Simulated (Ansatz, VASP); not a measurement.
## One calculation of In2S, two programs

INCAR

```
SYSTEM = In2S
ALGO     = Normal         ! electronic algorithm
EDIFF    = 1E-6           ! SCF threshold, eV
EDIFFG   = -0.04          ! ionic threshold
ENCUT    = 600            ! plane-wave cutoff, eV
GGA      = PE             ! functional
IBRION   = 2              ! ionic algorithm
ISIF     = 3              ! what is computed and relaxed
ISMEAR   = 0              ! smearing method
LASPH    = .TRUE.         ! aspherical terms in the spheres
LCHARG   = .FALSE.        ! write CHGCAR
LREAL    = .FALSE.        ! projectors in reciprocal space
LWAVE    = .FALSE.        ! write WAVECAR
NELM     = 60             ! most SCF steps
NSW      = 90             ! ionic steps
PREC     = Accurate       ! precision mode
SIGMA    = 0.1            ! smearing width, eV
```

File KPOINTS:

```
k-points
0
G
  6 6 2
  0 0 0
```

POSCAR

```
In2S
1.0
    2.8657324900      0.0000000000      0.0000000000
   -1.4328662500      2.4817971400      0.0000000000
    0.0000000000      0.0000000000     13.9901558100
In S
2 1
Direct
    0.3333333300      0.6666666700      0.8968331200
    0.3333333300      0.6666666700      0.1031668800
    0.0000000000      0.0000000000      0.0000000000
```

Input for Ansatz:

```yaml
crystal:
  lattice:
    - [2.86573249, 0.0, 0.0]
    - [-1.43286625, 2.48179714, 0.0]
    - [0.0, 0.0, 13.99015581]
  atoms:
    - { symbol: In, position: [0.33333333, 0.66666667, 0.89683312] }
    - { symbol: In, position: [0.33333333, 0.66666667, 0.10316688] }
    - { symbol: S, position: [0.0, 0.0, 0.0] }
basis:
  ecutwfc: 420
kpoints:
  mp_grid: { grid: [6, 6, 2] }
hamiltonian:
  xc: pbe
scf:
  occupations: { method: gaussian, width: 0.1 }
  lower_state_search: "off"
output:
  forces: true
  stress: true
  eigenvalues: true
relax:
  adjacent_minimum: "off"
  f_tol: 0.04
  max_steps: 70
  cell: { stress_tol: 0.4 }
```

Change from the starting cell: species swapped into the Te2W type (P-6m2, No. 187).

Alike in both runs: task relaxation of cell and atoms; functional PBE; k mesh 6 × 6 × 2; occupations gaussian, width 0.1 eV; no spin polarisation.

|  | VASP | Ansatz |
| --- | --- | --- |
| version | VASP 6.6.1 | Ansatz 0.2.0 |
| potentials or method | VASP PAW PBE potentials, release 64 (In_d, S), cutoff 600 eV | scalar-relativistic, plane waves, PAW |
| valence electrons in the cell | 32 | 32 |

Ansatz gave:

| Property | Result |
| --- | --- |
| gap on the k mesh at the Fermi level, each at its own relaxed structure (eV) | 0.52 |
| relaxed volume (Å³/atom) | 36.78 |
| relaxed length of the cell vector where the two differ most in proportion (Å) | 8.780 |

Q: What did VASP give for the same quantities?

A: gap on the k mesh at the Fermi level, each at its own relaxed structure (eV): 0.66; relaxed volume (Å³/atom): 60.75; relaxed length of the cell vector where the two differ most in proportion (Å): 14.707.

One of these differences is far larger than is usual between the two programs; its cause wasn't traced.

The k mesh is coarse, so the values compare programs but aren't converged. Noted on VASP's run: the volume moved by over 15 % at a fixed basis, so the end points are rough.
